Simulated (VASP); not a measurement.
# C (P-1) in VASP: single point with LDA

Aim: the single point of C with LDA.

All numbers are computed with VASP 6.6.1; they aren't measurements. Logs are shortened: lines on timing, memory, paths and dates and some standing lists are left out, and cuts for length are marked.

## Step 1: The cell of the first run

The typed cell holds 16 atoms: a = 4.276 Å, b = 5.293 Å, c = 5.129 Å, α = 118.95°, β = 107.84°, γ = 92.18°.

## Step 2: Single point, LDA

Input file INCAR:

```
PREC = Accurate
ENCUT = 520
EDIFF = 1E-7
ISMEAR = 0
SIGMA = 0.05
LREAL = Auto
LASPH = True
NELM = 80
ALGO = Normal
ISIF = 2
LWAVE = False
LCHARG = False
NBANDS = 46
```

Input file KPOINTS:

```
Automatic mesh
0
Gamma
  6 6 6
```

Input file POSCAR:

```
C
1.0
   -4.2690956840     -0.2326006905      0.0842756108
    0.0995974724     -0.0521712026     -5.2913393860
    1.8451166076     -4.0448468128      2.5580520238
C
16
Direct
    0.0173216189      0.8355514528      0.6730351571
    0.0172994136      0.3355537618      0.6730369258
    0.9826995241      0.1644647530      0.3269742924
    0.9826976652      0.6644429786      0.3269567589
    0.6432862801      0.8327072314      0.6647977135
    0.6432784160      0.3327094345      0.6647888025
    0.3567291266      0.6672786816      0.3352123040
    0.3567175986      0.1672881425      0.3352041065
    0.7777496386      0.3399789560      0.1769691627
    0.7777488587      0.8399715041      0.1769705401
    0.2222402794      0.1600243283      0.8230274024
    0.2222421613      0.6600221338      0.8230234269
    0.4127615968      0.3426319441      0.1839962803
    0.4127611492      0.8426230806      0.1839966480
    0.5872281096      0.1573744402      0.8160011205
    0.5872385634      0.6573771766      0.8160093585
```

Potentials or basis: VASP PAW LDA potentials, release 64 (C).

Launch:

```bash
$ cat potpaw_LDA.64/C/POTCAR > POTCAR
$ mpirun -np 1 vasp_std > vasp.out
```

OUTCAR:

```text
PREC = Accurate
   ENCUT = 520
   EDIFF = 1E-7
   ISMEAR = 0
   LREAL = Auto
   LASPH = True
   NELM = 80
   ISIF = 2

 ion  position               nearest neighbor table
   1  0.017  0.836  0.673-   4 1.51  11 1.58   5 1.59  12 1.60
   2  0.017  0.336  0.673-   3 1.51  12 1.58   6 1.59  11 1.60
   3  0.983  0.164  0.327-   2 1.51  10 1.58   8 1.59   9 1.60
   4  0.983  0.664  0.327-   1 1.51   9 1.58   7 1.59  10 1.60
   5  0.643  0.833  0.665-  16 1.52   7 1.53  15 1.57   1 1.59
   6  0.643  0.333  0.665-  15 1.52   8 1.53  16 1.57   2 1.59
   7  0.357  0.667  0.335-  14 1.52   5 1.53  13 1.57   4 1.59
   8  0.357  0.167  0.335-  13 1.52   6 1.53  14 1.57   3 1.59
   9  0.778  0.340  0.177-  15 1.52  13 1.57   4 1.58   3 1.60
  10  0.778  0.840  0.177-  16 1.52  14 1.57   3 1.58   4 1.60
  11  0.222  0.160  0.823-  13 1.52  15 1.57   1 1.58   2 1.60
  12  0.222  0.660  0.823-  14 1.52  16 1.57   2 1.58   1 1.60
  13  0.413  0.343  0.184-  11 1.52   8 1.52   7 1.57   9 1.57  15 2.05
  14  0.413  0.843  0.184-  12 1.52   7 1.52   8 1.57  10 1.57  16 2.05
  15  0.587  0.157  0.816-   9 1.52   6 1.52   5 1.57  11 1.57  13 2.05
  16  0.587  0.657  0.816-  10 1.52   5 1.52   6 1.57  12 1.57  14 2.05

  LATTYP: Found a triclinic cell.
 ALAT       =     4.2762581095
 B/A-ratio  =     2.3915867793
 C/A-ratio  =     1.1994639411
 COS(alpha) =     0.0057266181
 COS(beta)  =     0.3064013605
 COS(gamma) =     0.8559062741

  Lattice vectors:

 A1 = (  -4.2690956840,  -0.2326006905,   0.0842756108)
 A2 = (  -8.6377888404,  -0.4130301784,   5.4598906076)
 A3 = (  -1.8451166076,   4.0448468128,  -2.5580520238)

Analysis of symmetry for initial positions (statically):
=====================================================================
 Subroutine PRICEL returns:
 Original cell was already a primitive cell.

 Routine SETGRP: Setting up the symmetry group for a
 triclinic supercell.

 Subroutine GETGRP returns: Found  1 space group operations
 (whereof  1 operations were pure point group operations)
 out of a pool of  2 trial point group operations.

The static configuration has the point symmetry C_1 .

Analysis of symmetry for dynamics (positions and initial velocities):
=====================================================================
 Subroutine PRICEL returns:
 Original cell was already a primitive cell.

 Routine SETGRP: Setting up the symmetry group for a
 triclinic supercell.

 Subroutine GETGRP returns: Found  1 space group operations
 (whereof  1 operations were pure point group operations)
[... 136 lines left out ...]
   ISIF   =      2    stress and relaxation
   ISYM   =      2    0-nonsym 1-usesym 2-fastsym
   POTIM  = 0.5000    time-step for ionic-motion
   TEBEG  =    0.0;   TEEND  =   0.0 temperature during run
   PSTRESS=    0.0 pullay stress
   NELECT =      64.0000    total number of electrons
   NUPDOWN=      -1.0000    fix difference up-down
   EMIN   =  10.00;   EMAX   =-10.00  energy-range for DOS
   EFERMI =   0.00;   METHOD = LEGACY
   ISMEAR =     0;   SIGMA  =   0.05  broadening in eV -4-tet -1-fermi 0-gaus
   EFERMI_NEDOS =   21; number of points for ismear=-14 and -15
   IALGO  =     38    algorithm
   IMIX   =      4    mixing-type and parameters
     AMIX     =   0.40;   BMIX     =  1.00
     AMIX_MAG =   1.60;   BMIX_MAG =  1.00
  volume/ion in A,a.u.               =       5.89        39.75
  Fermi-wavevector in a.u.,A,eV,Ry     =   1.438965  2.719249 28.172489  2.070620
  Thomas-Fermi vector in A             =   2.557873
   LORBIT       =      0    0 simple, 1 ext, 2 COOP (PROOUT), +10 PAW based schemes
   GGA     = CA    functional components
   LHFCALC =     F    Hartree Fock is set to
   AEXX    =    0.0000 exact exchange contribution
   IVDW    =     0    specifies the selected vdW correction
   LEPSILON=     F    determine dielectric tensor
   LRPA    =     F    only Hartree local field effects (RPA)
 non-spin polarized calculation
 Gauss-broadening in eV      SIGMA  =   0.05
  energy-cutoff  :      520.00
  volume of cell :       94.24
 maximum number of plane-waves:      2553
   NGX = 15   NGY = 19   NGZ = 19

 number of electron      64.0000001 magnetization

 Free energy of the ion-electron system (eV)
  ---------------------------------------------------
  ext. energy  EPLUGINS =         0.00000000
  ---------------------------------------------------
  free energy    TOTEN  =      -156.68886518 eV

  energy without entropy =     -156.68886518  energy(sigma->0) =     -156.68886518

 E-fermi :  10.8340     XC(G=0): -13.2885

 val. band max:       10.5571762385   @ k =  -0.0000  -0.0000   0.5000
 cond. band min:      11.9055371840   @ k =   0.0000   0.0000   0.0000
 fundamental gap:      1.3483609456
 Fermi energy:        10.8340205275

 k-point     1 :       0.0000    0.0000    0.0000
  band No.  band energies     occupation
      1     -11.8876      2.00000
      2      -7.5858      2.00000
      3      -6.9993      2.00000
      4      -5.8050      2.00000
      5      -5.7508      2.00000
      6      -5.1094      2.00000
[... 1117 lines left out ...]
     43      16.8040      0.00000
     44      17.2181      0.00000

 [... further k-points ...]

 [bands above 44 left out]

------------------------ aborting loop because EDIFF is reached ----------------------------------------

  FORCE on cell =-STRESS in cart. coord.  units (eV):
  Direction    XX          YY          ZZ          XY          YZ          ZX
  --------------------------------------------------------------------------------------
  -------------------------------------------------------------------------------------
  Total       -8.1912249     18.2976807    -36.0952487    -20.9794194     -5.9566419     10.0140237
  in kB     -139.2532746    311.0660479   -613.6300305   -356.6564090   -101.2646948    170.2414007
  external PRESSURE =    -147.2724190 kB  Pullay stress =       0.0000000 kB

 VOLUME and BASIS-vectors are now :
 -----------------------------------------------------------------------------
  energy-cutoff  :      520.00
  volume of cell :       94.24
      direct lattice vectors                 reciprocal lattice vectors
    -4.269095684 -0.232600691  0.084275611    -0.228514269 -0.106297554 -0.003253198
     0.099597472 -0.052171203 -5.291339386     0.002696432 -0.117525353 -0.187778544
     1.845116608 -4.044846813  2.558052024     0.013106034 -0.239599600  0.002609080

 POSITION                                       TOTAL-FORCE (eV/Angst)
 -----------------------------------------------------------------------------------
      1.25110     -2.76994     -2.69807         0.006442     -0.027242      0.008438
      1.20140     -2.74386     -0.05241         0.003577     -0.027508      0.008036
     -3.57555     -1.55972      0.04900        -0.003365      0.029529     -0.005646
     -3.52578     -1.58573     -2.59660        -0.003319      0.026587     -0.007870
     -1.43669     -2.88208     -2.65134        -0.011913     -0.008617     -0.011945
     -1.48647     -2.85595     -0.00570        -0.011272     -0.009438     -0.011097
[... 8 lines left out ...]
     -0.98564     -3.44540      1.30414        -0.016308      0.019845      0.012096
     -0.93587     -3.47152     -1.34152        -0.015387      0.020684      0.012338
 -----------------------------------------------------------------------------------
    total drift:                                0.002238     -0.001643     -0.000533

  FREE ENERGIE OF THE ION-ELECTRON SYSTEM (eV)
  ---------------------------------------------------
  free  energy   TOTEN  =      -156.6888651842 eV

  energy  without entropy=     -156.6888651842  energy(sigma->0) =     -156.68886518
```

OSZICAR:

```text
N       E                     dE             d eps       ncg     rms          rms(c)
DAV:   1     0.162526578660E+03    0.16253E+03   -0.33834E+04 10304   0.136E+03
DAV:   2    -0.148940352595E+03   -0.31147E+03   -0.29276E+03 13080   0.263E+02
DAV:   3    -0.162706895258E+03   -0.13767E+02   -0.13640E+02 13400   0.518E+01
DAV:   4    -0.162914038163E+03   -0.20714E+00   -0.20641E+00 13576   0.678E+00
DAV:   5    -0.162918847831E+03   -0.48097E-02   -0.48050E-02 12980   0.967E-01    0.156E+01
DAV:   6    -0.158246203073E+03    0.46726E+01   -0.35086E+00 11782   0.786E+00    0.900E+00
DAV:   7    -0.156690664887E+03    0.15555E+01   -0.38638E+00 12122   0.818E+00    0.209E+00
DAV:   8    -0.156689316782E+03    0.13481E-02   -0.13985E-01 13118   0.173E+00    0.614E-01
DAV:   9    -0.156688943082E+03    0.37370E-03   -0.80121E-03 12844   0.449E-01    0.931E-02
DAV:  10    -0.156688872000E+03    0.71082E-04   -0.96525E-04 12638   0.142E-01    0.345E-02
DAV:  11    -0.156688865524E+03    0.64767E-05   -0.41406E-05 13298   0.324E-02    0.183E-02
DAV:  12    -0.156688865060E+03    0.46343E-06   -0.66944E-06 12672   0.124E-02    0.587E-03
DAV:  13    -0.156688865198E+03   -0.13799E-06   -0.91271E-07 13022   0.444E-03    0.172E-03
DAV:  14    -0.156688865184E+03    0.13886E-07   -0.55736E-08  7688   0.129E-03
   1 F= -.15668887E+03 E0= -.15668887E+03  d E =-.633476E-17
```

stdout:

```text
POSCAR found type information on POSCAR C
 POSCAR found :  1 types and      16 ions
 scaLAPACK will be used
 LDA part: xc-table for (Slater(with rela. corr.)+CA(PZ))
 , standard interpolation
 POSCAR, INCAR and KPOINTS ok, starting setup
 FFT: planning ... GRIDC
 FFT: planning ... GRID_SOFT
 FFT: planning ... GRID
 WAVECAR not read
 entering main loop
```

Wall time 4.8 min (1 thread of Intel Xeon 6975P-C (Granite Rapids), shared host); peak memory 0.38 GiB.

Results:

* Free energy: -156.6889 eV
* Pressure: -14.7 GPa
* Largest force: 0.046 eV/Å
* Band gap on the k mesh: 1.35 eV

Forces on the atoms (eV/Å):
```
C    0.006 -0.027  0.008
C    0.004 -0.028  0.008
C   -0.003  0.030 -0.006
C   -0.003  0.027 -0.008
C   -0.012 -0.009 -0.012
C   -0.011 -0.009 -0.011
C    0.014  0.009  0.007
C    0.012  0.009  0.011
C   -0.034 -0.030  0.003
C   -0.035 -0.030  0.001
C    0.033  0.030 -0.003
C    0.033  0.028 -0.003
C    0.015 -0.019 -0.010
C    0.015 -0.020 -0.011
C   -0.016  0.020  0.012
C   -0.015  0.021  0.012
```

Stress tensor (GPa, compression positive):
```
-13.93 -35.67  17.02
-35.67  31.11 -10.13
 17.02 -10.13 -61.36
```

Caveat: the stress differs along the axes, from -61 to 31 GPa. A k mesh can miss the band edges.
